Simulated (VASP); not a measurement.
Here is a VASP 6.6.1 calculation.

File INCAR:

```
SYSTEM = Nd2Y2Cl
ALGO = Normal
EDIFF = 1E-6
ENCUT = 500
GGA = PE
GGA_COMPAT = .FALSE.
ISIF = 2
ISMEAR = 0
LASPH = .TRUE.
LCHARG = .FALSE.
LMAXMIX = 6
LREAL = .FALSE.
LWAVE = .FALSE.
NBANDS = 34
NELM = 200
PREC = Accurate
SIGMA = 0.2
```

Contents of KPOINTS:

```
k-points
0
G
  4 4 3
  0 0 0
```

Contents of POSCAR:

```
Nd2Y2Cl
1.0
    5.7515051629      0.0000000000      0.0000000000
   -2.8757525815      4.9809495811      0.0000000000
    0.0000000000      0.0000000000      6.4748910211
Nd Y Cl
2 2 1
Direct
    0.3333333333      0.6666666667      0.3095729758
    0.6666666667      0.3333333333      0.3095729758
    0.3333333333      0.6666666667      0.8119958357
    0.6666666667      0.3333333333      0.8119958357
    0.0000000000      0.0000000000      0.3099301368
```

Potentials or basis: VASP PAW PBE potentials, release 64 (Nd_3, Y_sv, Cl), 4f in core.

Launch:

```sh
$ cat potpaw_PBE.64/Nd_3/POTCAR potpaw_PBE.64/Y_sv/POTCAR potpaw_PBE.64/Cl/POTCAR > POTCAR
$ mpirun -np 1 vasp_std > vasp.out
```

Problem. Predict the band gap on the k mesh.

Solution. Zero (an odd number of electrons rules out a gap without spin polarisation).

Problem. Estimate the pressure.

Solution. 0.0 GPa.

Stress tensor (GPa, compression positive):
```
 0.09  0.00  0.00
 0.00  0.09  0.00
 0.00  0.00 -0.14
```

Caveat: spin-orbit coupling is left out, which moves the levels of the heavy elements; the 4f electrons are frozen in the core, so they carry no moment and show no levels; an odd number of electrons without spin polarisation forces a metal; a magnetic or distorted state may lie lower; the run has no spin polarisation, though such a crystal can be magnetic. With open d or f shells a metallic result of PBE can be an artefact of self-interaction; +U or a hybrid may open a gap.
